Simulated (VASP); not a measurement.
# Zn12Cu (a cell with a defect) in VASP: a series of runs, part 2 of 2

VASP 6.6.1.

### 3 Single point, PBE

INCAR reads:

```
ALGO = Normal ; EDIFF = 1E-6
ENCUT = 520 ; GGA = PE
ISIF = 2 ; ISMEAR = -1
LASPH = T ; LCHARG = T
LELF = T ; LREAL = F
LUSENCCL = F ; LVHAR = T
LWAVE = F ; NBANDS = 90
NELM = 100 ; PREC = Accurate
SIGMA = 0.15
```

KPOINTS reads:

```
k-points
0
Gamma
  2 2 2
```

POSCAR reads:

```
Zn12Cu
1.0
    5.3200000000      0.0000000000      0.0000000000
   -3.9900000000      6.9108830000      0.0000000000
    0.0000000000      0.0000000000      4.9369600000
Zn Cu
12 1
Direct
   -0.1281172662      0.0080742215     -0.0723319614
    0.1603458934      0.1165263542      0.4865949896
    0.1045160811      0.4125377322      0.2410390200
    0.3738709440      0.6452865719      0.6775221999
   -0.1026794343      0.5938459673     -0.1047000583
    0.0608146594      0.8075523779      0.3041142728
    0.3316627221     -0.0666050923     -0.1151923451
    0.7959177193      0.2714993149      0.6946177405
    0.3455562140      0.3079346011     -0.1163469017
    0.6829765233      0.4965501514      0.4368477768
    0.5561175080      0.7044975295      0.1444006028
    0.5892364741      0.9483303364      0.4551181294
    0.5668422513      0.1982959341      0.2232345411
```

Potentials or basis: VASP PAW PBE potentials, release 64 (Zn, Cu).

The run is started by

```
> cat potpaw_PBE.64/Zn/POTCAR potpaw_PBE.64/Cu/POTCAR > POTCAR
> mpirun -np 1 vasp_std > vasp.out
```

OUTCAR:

```text
EDIFF = 1E-6
   ENCUT = 520
   GGA = PE
   ISIF = 2
   ISMEAR = -1
   LASPH = T
   LREAL = F
   NELM = 100
   PREC = Accurate

 ion  position               nearest neighbor table
   1  0.872  0.008  0.928-  11 2.40   9 2.47   2 2.55   8 2.60   7 2.64  12 2.69   7 2.80  12 2.92
                             6 2.94   4 3.04
   2  0.160  0.117  0.487-  13 2.32   9 2.38   6 2.42   1 2.55  12 2.64   3 2.80   7 2.86  10 2.93
                             8 2.96
   3  0.105  0.413  0.241-  11 2.41  13 2.49   9 2.55   8 2.67   4 2.74   5 2.80   2 2.80  10 2.81
                            10 2.97
   4  0.374  0.645  0.678-  12 2.37  11 2.45   5 2.59   7 2.63  10 2.73   3 2.74  11 2.76   9 2.81
                             8 3.03   1 3.04
   5  0.897  0.594  0.895-  10 2.48   6 2.50   7 2.53   8 2.55   4 2.59   9 2.67  11 2.68   3 2.80
                            10 2.86
   6  0.061  0.808  0.304-  10 2.37   2 2.42   7 2.43   5 2.50  11 2.51  12 2.56   1 2.94
   7  0.332  0.933  0.885-   6 2.43  13 2.49  12 2.50   5 2.53   4 2.63   1 2.64   8 2.76   1 2.80
                             2 2.86  11 2.93   9 2.95
   8  0.796  0.271  0.695-  10 2.51  12 2.53   5 2.55  13 2.56   1 2.60   3 2.67   9 2.72   7 2.76
                            13 2.82   9 2.94   2 2.96   4 3.03
   9  0.346  0.308  0.884-   2 2.38  13 2.45   1 2.47   3 2.55   5 2.67   8 2.72  10 2.77   4 2.81
                             8 2.94   7 2.95
  10  0.683  0.497  0.437-   6 2.37  13 2.38   5 2.48   8 2.51  11 2.53   4 2.73   9 2.77   3 2.81
                             5 2.86   2 2.93   3 2.97
  11  0.556  0.704  0.144-   1 2.40  12 2.41   3 2.41   4 2.45   6 2.51  10 2.53   5 2.68   4 2.76
                             7 2.93
  12  0.589  0.948  0.455-  13 2.35   4 2.37  11 2.41   7 2.50   8 2.53   6 2.56   2 2.64   1 2.69
                             1 2.92
  13  0.567  0.198  0.223-   2 2.32  12 2.35  10 2.38   9 2.45   7 2.49   3 2.49   8 2.56   8 2.82

  LATTYP: Found a simple monoclinic cell.
 ALAT       =     5.3200000000
 B/A-ratio  =     0.9280000000
 C/A-ratio  =     1.3228757068
 COS(beta)  =    -0.1889822292

  Lattice vectors:

 A1 = (   5.3200000000,   0.0000000000,   0.0000000000)
 A2 = (   0.0000000000,   0.0000000000,   4.9369600000)
 A3 = (  -1.3300000000,  -6.9108830000,   0.0000000000)

Analysis of symmetry for initial positions (statically):
=====================================================================
 Subroutine PRICEL returns:
 Original cell was already a primitive cell.

 Routine SETGRP: Setting up the symmetry group for a
 simple monoclinic supercell.

 Subroutine GETGRP returns: Found  1 space group operations
 (whereof  1 operations were pure point group operations)
 out of a pool of  4 trial point group operations.

The static configuration has the point symmetry C_1 .

Analysis of symmetry for dynamics (positions and initial velocities):
=====================================================================
 Subroutine PRICEL returns:
 Original cell was already a primitive cell.

 Routine SETGRP: Setting up the symmetry group for a
 simple monoclinic supercell.

 Subroutine GETGRP returns: Found  1 space group operations
 (whereof  1 operations were pure point group operations)
 out of a pool of  4 trial point group operations.

The dynamic configuration has the point symmetry C_1 .

[... 87 lines left out ...]
   total plane-waves  NPLWV =  96000
   dimension x,y,z NGX =    40 NGY =   60 NGZ =   40
   dimension x,y,z NGXF=    80 NGYF=  120 NGZF=   80
   ions per type =              12   1
   NGX,Y,Z   is equivalent  to a cutoff of  12.50, 12.50, 13.47 a.u.
   NGXF,Y,Z  is equivalent  to a cutoff of  25.00, 25.00, 26.94 a.u.
 SYSTEM =  unknown system
   PREC   = accura    normal or accurate (medium, high low for compatibility)
   ISTART =      0    job   : 0-new  1-cont  2-samecut
   ICHARG =      2    charge: 1-file 2-atom 10-const
   ISPIN  =      1    spin polarized calculation?
   LNONCOLLINEAR =      F non collinear calculations
   LSORBIT =      F    spin-orbit coupling
   LASPH  =      T    aspherical Exc in radial PAW
   ENCUT  =  520.0 eV  38.22 Ry    6.18 a.u.   9.89 14.84  9.18*2*pi/ulx,y,z
   NELM   =    100;   NELMIN=  2; NELMDL= -5     # of ELM steps
   EDIFF  = 0.1E-05   stopping-criterion for ELM
   LREAL  =      F    real-space projection
   EDIFFG = 0.1E-04   stopping-criterion for IOM
   NSW    =      0    number of steps for IOM
   IBRION =     -1    ionic relax: 0-MD 1-quasi-New 2-CG
   NFREE  =      0    steps in history (QN), initial steepest desc. (CG)
   ISIF   =      2    stress and relaxation
   ISYM   =      2    0-nonsym 1-usesym 2-fastsym
   POTIM  = 0.5000    time-step for ionic-motion
   TEBEG  =    0.0;   TEEND  =   0.0 temperature during run
   PSTRESS=    0.0 pullay stress
   NELECT =     155.0000    total number of electrons
   NUPDOWN=      -1.0000    fix difference up-down
   EMIN   =  10.00;   EMAX   =-10.00  energy-range for DOS
   EFERMI =   0.00;   METHOD = LEGACY
   ISMEAR =    -1;   SIGMA  =   0.15  broadening in eV -4-tet -1-fermi 0-gaus
   EFERMI_NEDOS =   21; number of points for ismear=-14 and -15
   IALGO  =     38    algorithm
   IMIX   =      4    mixing-type and parameters
     AMIX     =   0.40;   BMIX     =  1.00
     AMIX_MAG =   1.60;   BMIX_MAG =  1.00
  volume/ion in A,a.u.               =      13.96        94.22
  Fermi-wavevector in a.u.,A,eV,Ry     =   1.553163  2.935053 32.821557  2.412316
  Thomas-Fermi vector in A             =   2.657434
   LORBIT       =      0    0 simple, 1 ext, 2 COOP (PROOUT), +10 PAW based schemes
   GGA     = PE    functional components
   LHFCALC =     F    Hartree Fock is set to
   AEXX    =    0.0000 exact exchange contribution
   IVDW    =     0    specifies the selected vdW correction
   LEPSILON=     F    determine dielectric tensor
   LRPA    =     F    only Hartree local field effects (RPA)
 non-spin polarized calculation
  energy-cutoff  :      520.00
  volume of cell :      181.51
 maximum number of plane-waves:      4912
 NGX is ok and might be reduce to    40
   NGX = 19   NGY = 29   NGZ = 19

 number of electron     154.9999998 magnetization

 Free energy of the ion-electron system (eV)
  ---------------------------------------------------
  ext. energy  EPLUGINS =         0.00000000
  ---------------------------------------------------
  free energy    TOTEN  =       -15.85511438 eV

  energy without entropy =      -15.62235735  energy(sigma->0) =      -15.73873587

 E-fermi :   3.6537     XC(G=0): -11.9517

 val. band max:        3.6291870514   @ k =   0.5000   0.0000   0.0000
 cond. band min:       3.7687128526   @ k =   0.5000   0.5000   0.0000
 fundamental gap:      0.1395258012
 Fermi energy:         3.6537309798

 k-point     1 :       0.0000    0.0000    0.0000
  band No.  band energies     occupation
      1      -7.0849      2.00000
      2      -4.9312      2.00000
      3      -4.8650      2.00000
      4      -4.8561      2.00000
      5      -4.7905      2.00000
      6      -4.7708      2.00000
[... 725 lines left out ...]
     88       9.2128      0.00000
     89       9.4161      0.00000
 [bands above 89 left out]

------------------------ aborting loop because EDIFF is reached ----------------------------------------

  FORCE on cell =-STRESS in cart. coord.  units (eV):
  Direction    XX          YY          ZZ          XY          YZ          ZX
  --------------------------------------------------------------------------------------
  -------------------------------------------------------------------------------------
  Total        7.8501551     16.4410557     16.7960987      0.7615914      0.3370455      0.7162160
  in kB       69.2921504    145.1227504    148.2566628      6.7224538      2.9750506      6.3219320
  external PRESSURE =     120.8905212 kB  Pullay stress =       0.0000000 kB

 VOLUME and BASIS-vectors are now :
 -----------------------------------------------------------------------------
  energy-cutoff  :      520.00
  volume of cell :      181.51
      direct lattice vectors                 reciprocal lattice vectors
     5.320000000  0.000000000  0.000000000     0.187969925  0.108524482 -0.000000000
    -3.990000000  6.910883000  0.000000000     0.000000000  0.144699310  0.000000000
     0.000000000  0.000000000  4.936960000     0.000000000 -0.000000000  0.202553798

 POSITION                                       TOTAL-FORCE (eV/Angst)
 -----------------------------------------------------------------------------------
      4.60620      0.05580      4.57986        -0.023996      0.175042      0.359544
      0.38810      0.80530      2.40230        -0.735622      0.029767     -0.360161
     -1.09000      2.85100      1.19000        -0.356326     -0.610702      0.178292
     -0.58570      4.45950      3.34490         0.074710     -1.089898     -0.178575
      2.40430      4.10400      4.42006        -0.186572     -0.205585      0.218767
     -2.89860      5.58090      1.50140         0.353972      0.343179      0.516030
     -1.95980      6.45058      4.36826        -0.044164      0.345818     -0.326468
      3.15100      1.87630      3.42930         0.317389      0.006829      0.511283
      0.60970      2.12810      4.36256         0.092300      1.155806      0.535537
      1.65220      3.43160      2.15670        -0.579407     -0.411155      0.039795
      0.14760      4.86870      0.71290        -0.082529     -0.444090      0.069641
     -0.64910      6.55380      2.24690         0.485743      0.579160     -0.416913
      2.22440      1.37040      1.10210         0.684502      0.125832     -1.146773
 -----------------------------------------------------------------------------------
    total drift:                               -0.001388     -0.000102      0.001209

  FREE ENERGIE OF THE ION-ELECTRON SYSTEM (eV)
  ---------------------------------------------------
  free  energy   TOTEN  =       -15.8551143831 eV

  energy  without entropy=      -15.6223573528  energy(sigma->0) =      -15.73873587
```

Wall time 2.2 min (1 × NVIDIA H100 80GB with 1 thread of AMD EPYC 7R13 (Zen 3), shared host); peak memory 1.4 GiB.

Results:

| Item | Value |
| --- | --- |
| Free energy | -15.8551 eV |
| Pressure | 12.1 GPa |
| Largest force | 1.341 eV/Å |
| Band gap on the k mesh | zero (an odd number of electrons rules out a gap without spin polarisation) |

Forces in eV/Å, atoms in the order of the input:
```
Zn  -0.024  0.175  0.360
Zn  -0.736  0.030 -0.360
Zn  -0.356 -0.611  0.178
Zn   0.075 -1.090 -0.179
Zn  -0.187 -0.206  0.219
Zn   0.354  0.343  0.516
Zn  -0.044  0.346 -0.326
Zn   0.317  0.007  0.511
Zn   0.092  1.156  0.536
Zn  -0.579 -0.411  0.040
Zn  -0.083 -0.444  0.070
Zn   0.486  0.579 -0.417
Cu   0.685  0.126 -1.147
```

Levels at points of the mesh, in eV from the Fermi level:
| k point | band 74 | band 75 | band 76 | band 77 | band 78 | band 79 | band 80 | band 81 |
| --- | --- | --- | --- | --- | --- | --- | --- | --- |
| (0.00, 0.00, 0.00) | -2.15 | -1.16 | -0.72 | 0.14 | 0.27 | 0.78 | 1.18 | 1.88 |
| (0.50, 0.00, 0.00) | -1.72 | -1.42 | -1.34 | -1.06 | -0.68 | -0.02 | 0.41 | 1.33 |
| (0.00, 0.50, 0.00) | -2.38 | -2.18 | -2.08 | -1.70 | 0.41 | 0.92 | 1.88 | 2.22 |
| (0.50, 0.50, 0.00) | -1.97 | -1.50 | -0.34 | 0.11 | 0.39 | 0.98 | 1.94 | 2.20 |
| (0.00, 0.00, 0.50) | -2.11 | -2.01 | -1.83 | -1.37 | -0.28 | 0.41 | 1.87 | 2.02 |
| (0.50, 0.00, 0.50) | -1.64 | -1.06 | -0.44 | 0.16 | 1.02 | 1.55 | 2.01 | 2.76 |
| (0.00, 0.50, 0.50) | -1.51 | -1.39 | -1.01 | -0.92 | -0.71 | -0.44 | -0.30 | -0.11 |
| (0.50, 0.50, 0.50) | -2.87 | -2.69 | -2.33 | -2.13 | 3.30 | 3.84 | 3.88 | 4.20 |

Caveat: the k points lie up to 0.64 Å⁻¹ apart, too coarse for converged energies and pressures of a metal.

### 4 Single point, PBE

INCAR reads:

```
ALGO = Normal
EDIFF = 1E-6
ENCUT = 520
GGA = PE
ISIF = 2
ISMEAR = -1
LASPH = T
LCHARG = F
LREAL = F
LUSENCCL = F
LWAVE = F
NBANDS = 90
NELM = 100
PREC = Accurate
SIGMA = 0.15
```

KPOINTS is that of step 3.

POSCAR reads:

```
Zn12Cu
1.0
    5.3200000000      0.0000000000      0.0000000000
   -3.9900000000      6.9108830000      0.0000000000
    0.0000000000      0.0000000000      4.9369600000
Zn Cu
12 1
Direct
   -0.1408117045      0.0159603339     -0.0477216749
    0.1456834784      0.1412120564      0.4037909969
    0.1114440956      0.4579154357      0.2420517890
    0.3532513745      0.6101246396      0.6673945100
   -0.1012452855      0.5830513988     -0.0479849948
    0.0997959199      0.8021840335      0.3948583744
    0.2387908013     -0.0776022398     -0.1694159969
    0.8154168958      0.2887764125      0.7059607532
    0.3636398893      0.3565825091     -0.0989880412
    0.5866585538      0.4418104025      0.4348627495
    0.6169913668      0.7067403688      0.1397216101
    0.6514153110      0.9467241740      0.4753329984
    0.5969097263      0.1700650988      0.1531104161
```

The run is started by

```
> cat potpaw_PBE.64/Zn/POTCAR potpaw_PBE.64/Cu/POTCAR > POTCAR
> mpirun -np 1 vasp_std > vasp.out
```

Run time: 2.3 min. Hardware: 1 × NVIDIA H100 80GB with 1 thread of AMD EPYC 7R13 (Zen 3), shared host; peak memory 1.4 GiB.

It converged, with:

```yaml
Free_energy: -15.4896 eV
Pressure: 12.5 GPa
Largest_force: 1.664 eV/Å
Band_gap_on_the_k_mesh: zero (an odd number of electrons rules out a gap without spin polarisation)
```

Forces in eV/Å, atoms in the order of the input:
```
Zn  -0.124  0.721 -0.514
Zn   0.569 -0.091  0.098
Zn  -0.173 -0.985  0.566
Zn  -0.540  1.186  0.240
Zn   0.122  0.134 -0.940
Zn  -0.074 -0.389 -1.066
Zn   0.566  0.949  0.871
Zn   0.359 -0.639 -0.468
Zn   0.497 -1.508  0.499
Zn   0.870  0.708 -0.359
Zn  -0.709 -0.077  0.339
Zn  -0.823 -0.220  0.193
Cu  -0.540  0.212  0.541
```

Stress tensor (GPa, compression positive):
```
 9.98 -0.90  1.23
-0.90 13.57  0.16
 1.23  0.16 13.99
```

Levels at points of the mesh, in eV from the Fermi level:
```tsv
k point	band 74	band 75	band 76	band 77	band 78	band 79	band 80	band 81
(0.00, 0.00, 0.00)	-2.02	-1.02	-0.59	-0.14	0.09	0.61	1.45	1.89
(0.50, 0.00, 0.00)	-1.80	-1.46	-1.21	-0.86	-0.60	0.10	0.41	0.94
(0.00, 0.50, 0.00)	-2.30	-2.19	-2.08	-1.77	0.39	0.99	1.72	1.97
(0.50, 0.50, 0.00)	-1.84	-1.66	-0.01	0.02	0.51	0.83	1.79	2.00
(0.00, 0.00, 0.50)	-2.28	-1.96	-1.69	-1.38	-0.20	0.13	1.54	2.11
(0.50, 0.00, 0.50)	-1.68	-1.34	-0.08	0.13	1.20	1.32	2.20	2.38
(0.00, 0.50, 0.50)	-1.70	-1.28	-1.05	-0.90	-0.63	-0.56	-0.47	-0.03
(0.50, 0.50, 0.50)	-2.85	-2.59	-2.33	-2.09	3.10	3.47	3.75	4.12
```

Caveat: the k points lie up to 0.64 Å⁻¹ apart, too coarse for converged energies and pressures of a metal.

### 5 Summary

```csv
task,cell,gap on the mesh (eV),pressure (GPa),largest force (eV/Å)
molecular dynamics,"as given, atomic positions A",-,-,-
single point,"as given, atomic positions B",none,12.1,1.34
single point,"as given, atomic positions C",none,12.5,1.66
```

Alike in all rows: level PBE; potentials or basis VASP PAW PBE potentials, release 64 (Zn, Cu); no spin polarisation; k mesh 2 × 2 × 2; cutoff (eV) 520; smearing fermi-dirac 0.15 eV.

Caveats: all runs use coarse meshes.

Total energies depend on the potentials used, so only differences within one code and one set of settings carry meaning.

The gap in the log of VASP goes by the Fermi energy; the results here count the filled bands.